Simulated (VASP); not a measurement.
# Ti (P6/mmm) in VASP: single point with LDA

Aim: the single point of Ti with LDA.

All numbers are computed with VASP 6.6.1; they aren't measurements. Logs are shortened: lines on timing, memory, paths and dates and some standing lists are left out, and cuts for length are marked.

## 1. The cell of the first run

It takes space group P6/mmm (No. 191, hexagonal). Conventional cell: a = 4.451 Å, b = 4.451 Å, c = 2.770 Å, α = 90.00°, β = 90.00°, γ = 120.00°. Ti (site symmetry 6/mmm) has 14 Ti at 2.77 to 2.92 Å within 3.7 Å. Ti (site symmetry -6m2) has 11 Ti at 2.57 to 2.92 Å within 3.4 Å.

## 2. Single point, LDA

The input, INCAR:

```
SYSTEM = Ti
  PREC = Accurate
  ENCUT = 520
  EDIFF = 1E-6
  ISMEAR = 0
  SIGMA = 0.1
  LREAL = .FALSE.
  LASPH = .TRUE.
  NELM = 100
  ALGO = Fast
  ISIF = 2
  LWAVE = .FALSE.
  LCHARG = .FALSE.
  GGA = CA
  NBANDS = 25
```

The input, KPOINTS:

```
Automatic mesh
0
G
  12 12 14
  0 0 0
```

The input, POSCAR:

```
Ti
1.0
    4.4510581761      0.0000000000      0.0000000000
   -2.2255290880      3.8547294542      0.0000000000
    0.0000000000      0.0000000000      2.7704392764
Ti
3
Direct
    0.0000000000      0.0000000000      0.0000000000
    0.3333333333      0.6666666667      0.5000000000
    0.6666666667      0.3333333333      0.5000000000
```

Potentials or basis: VASP PAW LDA potentials, release 64 (Ti_sv).

The run is started by

```sh
$ cat potpaw_LDA.64/Ti_sv/POTCAR > POTCAR
$ mpirun -np 1 vasp_std > vasp.out
```

OUTCAR:

```text
SYSTEM = Ti
   PREC = Accurate
   ENCUT = 520
   EDIFF = 1E-6
   ISMEAR = 0
   LREAL = .FALSE.
   LASPH = .TRUE.
   NELM = 100
   ISIF = 2
   GGA = CA

 ion  position               nearest neighbor table
   1  0.000  0.000  0.000-   2 2.92   3 2.92   2 2.92   3 2.92   2 2.92   2 2.92   3 2.92   3 2.92
                             3 2.92   3 2.92   2 2.92   2 2.92
   2  0.333  0.667  0.500-   3 2.57   3 2.57   3 2.57   1 2.92   1 2.92   1 2.92   1 2.92   1 2.92
                             1 2.92
   3  0.667  0.333  0.500-   2 2.57   2 2.57   2 2.57   1 2.92   1 2.92   1 2.92   1 2.92   1 2.92
                             1 2.92

  LATTYP: Found a hexagonal cell.
 ALAT       =     4.4510581761
 C/A-ratio  =     0.6224226166

  Lattice vectors:

 A1 = (   4.4510581761,   0.0000000000,   0.0000000000)
 A2 = (  -2.2255290880,   3.8547294542,   0.0000000000)
 A3 = (   0.0000000000,   0.0000000000,   2.7704392764)

Analysis of symmetry for initial positions (statically):
=====================================================================
 Subroutine PRICEL returns:
 Original cell was already a primitive cell.

 Routine SETGRP: Setting up the symmetry group for a
 hexagonal supercell.

 Subroutine GETGRP returns: Found 24 space group operations
 (whereof 24 operations were pure point group operations)
 out of a pool of 24 trial point group operations.

The static configuration has the point symmetry D_6h.

Analysis of symmetry for dynamics (positions and initial velocities):
=====================================================================
 Subroutine PRICEL returns:
 Original cell was already a primitive cell.

 Routine SETGRP: Setting up the symmetry group for a
 hexagonal supercell.

 Subroutine GETGRP returns: Found 24 space group operations
 (whereof 24 operations were pure point group operations)
 out of a pool of 24 trial point group operations.

The dynamic configuration has the point symmetry D_6h.

 Subroutine INISYM returns: Found 24 space group operations
 (whereof 24 operations are pure point group operations),
 and found     1 'primitive' translations

----------------------------------------------------------------------------------------

                                     Primitive cell

  volume of cell :      47.5342

[... 81 lines left out ...]
   PREC   = accura    normal or accurate (medium, high low for compatibility)
   ISTART =      0    job   : 0-new  1-cont  2-samecut
   ICHARG =      2    charge: 1-file 2-atom 10-const
   ISPIN  =      1    spin polarized calculation?
   LNONCOLLINEAR =      F non collinear calculations
   LSORBIT =      F    spin-orbit coupling
   LASPH  =      T    aspherical Exc in radial PAW
   ENCUT  =  520.0 eV  38.22 Ry    6.18 a.u.   8.28  8.28  5.15*2*pi/ulx,y,z
   NELM   =    100;   NELMIN=  2; NELMDL= -5     # of ELM steps
   EDIFF  = 0.1E-05   stopping-criterion for ELM
   LREAL  =      F    real-space projection
   EDIFFG = 0.1E-04   stopping-criterion for IOM
   NSW    =      0    number of steps for IOM
   IBRION =     -1    ionic relax: 0-MD 1-quasi-New 2-CG
   NFREE  =      0    steps in history (QN), initial steepest desc. (CG)
   ISIF   =      2    stress and relaxation
   ISYM   =      2    0-nonsym 1-usesym 2-fastsym
   POTIM  = 0.5000    time-step for ionic-motion
   TEBEG  =    0.0;   TEEND  =   0.0 temperature during run
   PSTRESS=    0.0 pullay stress
   NELECT =      36.0000    total number of electrons
   NUPDOWN=      -1.0000    fix difference up-down
   EMIN   =  10.00;   EMAX   =-10.00  energy-range for DOS
   EFERMI =   0.00;   METHOD = LEGACY
   ISMEAR =     0;   SIGMA  =   0.10  broadening in eV -4-tet -1-fermi 0-gaus
   EFERMI_NEDOS =   21; number of points for ismear=-14 and -15
   IALGO  =     68    algorithm
   IMIX   =      4    mixing-type and parameters
     AMIX     =   0.40;   BMIX     =  1.00
     AMIX_MAG =   1.60;   BMIX_MAG =  1.00
  volume/ion in A,a.u.               =      15.84       106.93
  Fermi-wavevector in a.u.,A,eV,Ry     =   1.492246  2.819936 30.297424  2.226798
  Thomas-Fermi vector in A             =   2.604798
   LORBIT       =      0    0 simple, 1 ext, 2 COOP (PROOUT), +10 PAW based schemes
   GGA     = CA    functional components
   LHFCALC =     F    Hartree Fock is set to
   AEXX    =    0.0000 exact exchange contribution
   IVDW    =     0    specifies the selected vdW correction
   LEPSILON=     F    determine dielectric tensor
   LRPA    =     F    only Hartree local field effects (RPA)
 non-spin polarized calculation
 RMM-DIIS sequential band-by-band and
 Gauss-broadening in eV      SIGMA  =   0.10
  energy-cutoff  :      520.00
  volume of cell :       47.53
 maximum number of plane-waves:      1313
 NGX is ok and might be reduce to    36
   NGX = 17   NGY = 17   NGZ = 11

 number of electron      36.0000005 magnetization

 Free energy of the ion-electron system (eV)
  ---------------------------------------------------
  ext. energy  EPLUGINS =         0.00000000
  ---------------------------------------------------
  free energy    TOTEN  =       -25.72570053 eV

  energy without entropy =      -25.71109675  energy(sigma->0) =      -25.71839864

 E-fermi :   8.9822     XC(G=0): -12.2309

 val. band max:        8.9764697770   @ k =   0.2500   0.2500   0.3571
 cond. band min:       8.9826657131   @ k =   0.0000   0.0000   0.0000
 fundamental gap:      0.0061959362
 Fermi energy:         8.9821726281

 k-point     1 :       0.0000    0.0000    0.0000
  band No.  band energies     occupation
      1     -47.0744      2.00000
      2     -46.8078      2.00000
      3     -46.5874      2.00000
      4     -23.8046      2.00000
      5     -23.8046      2.00000
      6     -23.7479      2.00000
[... 661 lines left out ...]
     24      11.2141      0.00000
     25      11.8794      0.00000

 [... further k-points ...]
[... 5 lines left out ...]
  --------------------------------------------------------------------------------------
  -------------------------------------------------------------------------------------
  Total       -0.1080650     -0.1080650     -0.0994043     -0.0000000      0.0000000     -0.0000000
  in kB       -3.6424185     -3.6424185     -3.3505040     -0.0000000      0.0000000     -0.0000000
  external PRESSURE =      -3.5451137 kB  Pullay stress =       0.0000000 kB

 VOLUME and BASIS-vectors are now :
 -----------------------------------------------------------------------------
  energy-cutoff  :      520.00
  volume of cell :       47.53
      direct lattice vectors                 reciprocal lattice vectors
     4.451058176  0.000000000  0.000000000     0.224665677  0.129710789  0.000000000
    -2.225529088  3.854729454  0.000000000     0.000000000  0.259421579  0.000000000
     0.000000000  0.000000000  2.770439276     0.000000000  0.000000000  0.360953589

 POSITION                                       TOTAL-FORCE (eV/Angst)
 -----------------------------------------------------------------------------------
      0.00000      0.00000      0.00000        -0.000000      0.000000     -0.000000
     -0.00000      2.56982      1.38522        -0.000000     -0.000000      0.000000
      2.22553      1.28491      1.38522         0.000000      0.000000     -0.000000
 -----------------------------------------------------------------------------------
    total drift:                                0.000000      0.000000     -0.000000

  FREE ENERGIE OF THE ION-ELECTRON SYSTEM (eV)
  ---------------------------------------------------
  free  energy   TOTEN  =       -25.7257005259 eV

  energy  without entropy=      -25.7110967476  energy(sigma->0) =      -25.71839864
```

Run time: 7.8 min. Hardware: 1 thread of Intel Xeon Platinum 8488C (Sapphire Rapids), shared host; peak memory 0.25 GiB.

Results:

```yaml
Free_energy: -25.7257 eV
Pressure: -0.4 GPa
Band_gap_on_the_k_mesh: zero (band 18 reaches 9.24 eV, above the bottom of band 19 at 8.85 eV)
```
